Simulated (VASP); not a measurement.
Input of a VASP 6.6.1 run:

INCAR

```
SYSTEM = GaCo
  PREC = Accurate
  ENCUT = 690
  EDIFF = 1E-6
  ISMEAR = -1
  SIGMA = 0.05
  LREAL = .False.
  LASPH = .True.
  NELM = 200
  ALGO = Normal
  ISIF = 2
  LWAVE = .False.
  LCHARG = .False.
  ISPIN = 2
  MAGMOM = 0 1.5
  LORBIT = 11
  NUPDOWN = 1.5
  LMAXMIX = 4
  GGA = PE
  NBANDS = 26
  GGA_COMPAT = .False.
```

Contents of KPOINTS:

```
regular mesh
0
Gamma
  8 8 8
  0 0 0
```

Contents of POSCAR:

```
GaCo
1.0
    2.8780000000      0.0000000000      0.0000000000
    0.0000000000      2.8780000000      0.0000000000
    0.0000000000      0.0000000000      2.8780000000
Ga Co
1 1
Direct
    0.5000000000      0.5000000000      0.5000000000
    0.0000000000      0.0000000000      0.0000000000
```

Potentials or basis: VASP PAW PBE potentials, release 64 (Ga_d, Co_sv).

Command:

```bash
$ cat potpaw_PBE.64/Ga_d/POTCAR potpaw_PBE.64/Co_sv/POTCAR > POTCAR
$ mpirun -np 1 vasp_std > vasp.out
```

(1) Estimate the pressure.

Results:

(1) 9.8 GPa.

Caveat: the cell stands under pressure; the total moment is fixed, so each spin has its own Fermi level and the state may be an excited one.
